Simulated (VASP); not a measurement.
The system is SrO.

```
CELL_PARAMETERS angstrom
0.00000 2.79228 2.79228
2.79228 0.00000 2.79228
2.79228 2.79228 0.00000
ATOMIC_POSITIONS crystal
Sr 0.00000 0.00000 0.00000
O 0.25000 0.25000 0.25000
```

Base run:

- Program: VASP 6.6.1
- Functional: r2SCAN
- Potentials or basis: VASP PAW PBE potentials, release 64 (Sr_sv, O)
- Cutoff: 660 eV
- k mesh: 6 × 6 × 6
- Occupations: gaussian, width 0.01 eV
- Spin: no spin polarisation

Its results: band gap on the k mesh 2.91 eV, indirect (least direct gap 3.75 eV); pressure 0.4 GPa.

Task: After a change of settings the same cell gave: band gap on the k mesh 4.13 eV, indirect (least direct gap 5.03 eV); pressure -0.2 GPa. Which change was it?
A. functional from r2SCAN to PBE; cutoff from 660 eV to 600 eV; k mesh from 6 × 6 × 6 to 3 × 3 × 3
B. functional from r2SCAN to PBE; cutoff from 660 eV to 600 eV
C. functional from r2SCAN to PBE-based screened hybrid; cutoff from 660 eV to 520 eV; k mesh from 6 × 6 × 6 to 4 × 4 × 4

Result: C.

Caveats: some runs use coarse meshes; the PAW data sets were made with another functional, which shifts forces and pressure a little.
